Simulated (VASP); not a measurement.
Write the native input for VASP 6.6.1 that does the following.

```yaml
Task: single point
Functional: PBE
Potentials_or_basis: VASP PAW PBE potentials, release 64 (Hf_pv, Se, S)
Cutoff: 520 eV
k_mesh: 6 × 6 × 12
Occupations: gaussian, width 0.1 eV
Spin: no spin polarisation
Dipole_correction: no
Further_INCAR_settings: ALGO = Normal; EDIFF = 1e-07; NBANDS = 31
```

The structure of Hf2SeS3 lies in POSCAR:

```
Hf2SeS3
1.0
    8.1916436292      0.0000000000      0.0000000000
   -4.0958218146      7.0941714816      0.0000000000
    0.0000000000      0.0000000000      3.3897724887
Hf Se S
2 1 3
Direct
    0.3333333333      0.6666666667      0.5000000000
    0.6666666667      0.3333333333      0.5000000000
    0.0000000000      0.0000000000      0.0000000000
    0.5000000000      0.0000000000      0.5000000000
    0.0000000000      0.5000000000      0.5000000000
    0.5000000000      0.5000000000      0.5000000000
```

The cell was generated, and may not be a known phase.

These files were run (other wordings do the same):

INCAR

```
SYSTEM = Hf2SeS3
PREC = Accurate ; ENCUT = 520
EDIFF = 1E-7 ; ISMEAR = 0
SIGMA = 0.1 ; LREAL = .False.
LASPH = .True. ; NELM = 80
ALGO = Normal ; ISIF = 2
LWAVE = .False. ; LCHARG = .False.
GGA = PE ; NBANDS = 31
```

KPOINTS

```
Automatic mesh
0
Gamma
  6 6 12
  0 0 0
```

Potentials or basis: VASP PAW PBE potentials, release 64 (Hf_pv, Se, S).

Run with:

```bash
$ cat potpaw_PBE.64/Hf_pv/POTCAR potpaw_PBE.64/Se/POTCAR potpaw_PBE.64/S/POTCAR > POTCAR
$ mpirun -np 1 vasp_std > vasp.out
```

It gave:

```json
{
  "Pressure": "-0.2 GPa",
  "Band gap on the k mesh": "zero (bands 22 and 23 overlap by 0.73 eV)"
}
```

Caveat: spin-orbit coupling is left out, which moves the levels of the heavy elements.

It took 7.2 min on 1 thread of Intel Xeon 8259CL (shared host), peak memory 0.48 GiB.
